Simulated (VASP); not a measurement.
Write the native input for VASP 6.6.1 that does the following.

```yaml
Task: electric field gradients
Functional: PBE
Potentials_or_basis: VASP PAW PBE potentials, release 64 (K_sv, F)
Cutoff: 520 eV
k_mesh: 9 × 9 × 9
Occupations: fermi-dirac, width 0.01 eV
Spin: no spin polarisation
Dipole_correction: no
Further_INCAR_settings: ALGO = Normal; EDIFF = 1e-08; NBANDS = 15
```

The structure of KF lies in POSCAR:

```
KF
1.0
    0.0000000000      2.6193877275      2.6193877275
    2.6193877275      0.0000000000      2.6193877275
    2.6193877275      2.6193877275      0.0000000000
K F
1 1
Direct
    0.0000000000      0.0000000000      0.0000000000
    0.5000000000      0.5000000000      0.5000000000
```

This cell differs from its parent crystal: volume scaled by 0.9405.

These files were run (other wordings do the same):

INCAR

```
ALGO = Normal
EDIFF = 1E-8
ENCUT = 520
GGA = PE
ISIF = 2
ISMEAR = -1
LASPH = T
LCHARG = F
LEFG = T
LREAL = F
LWAVE = F
NBANDS = 15
NELM = 80
PREC = Accurate
SIGMA = 0.01
```

KPOINTS

```
k-points
0
Gamma
  9 9 9
```

Potentials or basis: VASP PAW PBE potentials, release 64 (K_sv, F).

Launch:

```bash
$ cat potpaw_PBE.64/K_sv/POTCAR potpaw_PBE.64/F/POTCAR > POTCAR
$ mpirun -np 1 vasp_std > vasp.out
```

Results of the run:

| Item | Value |
| --- | --- |
| Pressure | 3.9 GPa |
| Band gap on the k mesh | 6.49 eV, direct |

Caveat: without QUAD_EFG the Cq values of the log hold for a quadrupole moment of 1 mb, not for the nuclei.

Run time: 33 s on 1 thread of AMD EPYC 7R13, with other jobs on the host, peak memory 0.13 GiB.
